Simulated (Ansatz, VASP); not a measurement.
**SnSe: VASP beside Ansatz**

The input POSCAR:

```
SnSe
1.0
    0.0000000000      3.0100000000      3.0100000000
    3.0100000000      0.0000000000      3.0100000000
    3.0100000000      3.0100000000      0.0000000000
Sn Se
1 1
Direct
    0.0000000000      0.0000000000      0.0000000000
    0.5000000000      0.5000000000      0.5000000000
```

File INCAR.step1:

```
ALGO     = Normal         # electronic algorithm
EDIFF    = 1E-5           # SCF threshold, eV
ENCUT    = 600            # plane-wave cutoff, eV
GGA      = PE             # functional
ISMEAR   = -1             # smearing method
LASPH    = T              # aspherical terms in the spheres
LCHARG   = F              # write CHGCAR
LREAL    = F              # projectors in reciprocal space
LWAVE    = T              # write WAVECAR
NBANDS   = 17             # bands
NELM     = 80             # most SCF steps
PREC     = Accurate       # precision mode
SIGMA    = 0.05           # smearing width, eV
```

File INCAR.step2:

```
AEXX     = 0.25           # exact-exchange fraction
ALGO     = Normal         # electronic algorithm
EDIFF    = 1E-7           # SCF threshold, eV
EDIFFG   = -0.01          # ionic threshold
ENCUT    = 600            # plane-wave cutoff, eV
GGA      = PS             # functional
IBRION   = 2              # ionic algorithm
ISIF     = 3              # what is computed and relaxed
ISMEAR   = -1             # smearing method
ISTART   = 1            
LASPH    = T              # aspherical terms in the spheres
LCHARG   = F              # write CHGCAR
LHFCALC  = T              # exact exchange
LREAL    = F              # projectors in reciprocal space
LWAVE    = F              # write WAVECAR
NELM     = 80             # most SCF steps
NSW      = 60             # ionic steps
PREC     = Accurate       # precision mode
PRECFOCK = Normal       
SIGMA    = 0.05           # smearing width, eV
```

File KPOINTS:

```
k-points
0
Gamma
  4 4 4
```

input.yaml

```yaml
crystal:
  lattice:
    - [0.0, 3.01, 3.01]
    - [3.01, 0.0, 3.01]
    - [3.01, 3.01, 0.0]
  atoms:
    - { symbol: Sn, position: [0.0, 0.0, 0.0] }
    - { symbol: Se, position: [0.5, 0.5, 0.5] }
hamiltonian:
  xc: { exchange: pbesol, correlation: pbesol, exx: { coeff: 0.25 } }
  pseudopotentials: { kind: paw }
kpoints:
  mp_grid: { grid: [4, 4, 4] }
scf:
  occupations: { method: fermi_dirac, width: 0.05 }
output:
  forces: true
  stress: true
  write_density: true
  write_potential: true
  elf: true
  volumetric_format: npy
relax:
  f_tol: 0.01
  max_steps: 40
  cell: { stress_tol: 0.05 }
```

Alike in both runs: task relaxation of cell and atoms; functional PBEsol-based global hybrid with a share of 0.25 of exact exchange; k mesh 4 × 4 × 4; occupations fermi-dirac, width 0.05 eV; no spin polarisation.

|  | VASP | Ansatz |
| --- | --- | --- |
| version | VASP 6.6.1 | Ansatz 0.2.0 |
| potentials or method | VASP PAW PBE potentials, release 64 (Sn_d, Se) | Ansatz PAW |
| plane-wave cutoff (eV) | 600 | 420 |
| valence electrons in the cell | 20 | 30 |

VASP gave:

```
gap on the k mesh at the Fermi level, each at its own relaxed structure (eV)  : 1.53
relaxed volume (Å³/atom)                                                      : 25.32
relaxed length of the cell vector where the two differ most in proportion (Å) : 4.153
```

Estimate Ansatz's values.

gap on the k mesh at the Fermi level, each at its own relaxed structure (eV): 1.37; relaxed volume (Å³/atom): 25.41; relaxed length of the cell vector where the two differ most in proportion (Å): 4.158.

VASP's potentials were made for PBE, not for PBEsol-based global hybrid. VASP's potentials hold 20 valence electrons a cell and Ansatz's 30, so a difference there can come from the potentials and not from the codes.

The k mesh is coarse, so the values compare programs but aren't converged. Noted on Ansatz's run: the plane-wave basis is chosen anew once the cell has moved, so the energies of steps on either side of that aren't comparable.
